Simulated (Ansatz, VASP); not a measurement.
# ZnSe: VASP beside Ansatz

The input INCAR:

```
PREC = Accurate
ENCUT = 500
EDIFF = 1E-6
ISMEAR = 1
SIGMA = 0.02
LREAL = False
LASPH = True
NELM = 120
ALGO = Normal
ISIF = 2
LWAVE = False
LCHARG = False
NBANDS = 16
GGA_COMPAT = False
```

Contents of KPOINTS:

```
regular mesh
0
Gamma
  8 8 8
```

POSCAR

```
ZnSe
1.0
    0.0000000000      2.8338000000      2.8338000000
    2.8338000000      0.0000000000      2.8338000000
    2.8338000000      2.8338000000      0.0000000000
Zn Se
1 1
Direct
    0.0000000000      0.0000000000      0.0000000000
    0.7500000000      0.7500000000      0.7500000000
```

Input for Ansatz:

```yaml
crystal:
  lattice:
    - [0.0, 2.8338, 2.8338]
    - [2.8338, 0.0, 2.8338]
    - [2.8338, 2.8338, 0.0]
  atoms:
    - { symbol: Zn, position: [0.0, 0.0, 0.0] }
    - { symbol: Se, position: [0.75, 0.75, 0.75] }
basis:
  ecutwfc: 420
kpoints:
  mp_grid: { grid: [8, 8, 8] }
hamiltonian:
  xc: lda
scf:
  occupations: { method: cold, width: 0.02 }
output:
  forces: true
  stress: true
  eigenvalues: true
```

Alike in both runs: task single point; functional LDA; k mesh 8 × 8 × 8; no spin polarisation.

|  | VASP | Ansatz |
| --- | --- | --- |
| version | VASP 6.6.1 | Ansatz 0.2.0 |
| potentials or method | VASP PAW LDA potentials, release 64 (Zn, Se), cutoff 500 eV | scalar-relativistic, plane waves, PAW |
| occupations | methfessel-paxton of order 1, width 0.02 eV | cold, width 0.02 eV |
| valence electrons in the cell | 18 | 28 |

|  | VASP | Ansatz | Ansatz less VASP |
| --- | --- | --- | --- |
| gap on the k mesh at the Fermi level (eV) | 1.07 | 1.03 | -0.037 |
| least direct gap on the mesh (eV) | 1.07 | 1.03 | -0.037 |
| pressure (GPa) | -3.1 | -3.4 | -0.30 |

LDA's correlation is that of Perdew and Zunger in VASP and of Perdew and Wang (1992) in Ansatz. VASP's potentials hold 18 valence electrons a cell and Ansatz's 28, so a difference there can come from the potentials and not from the codes.
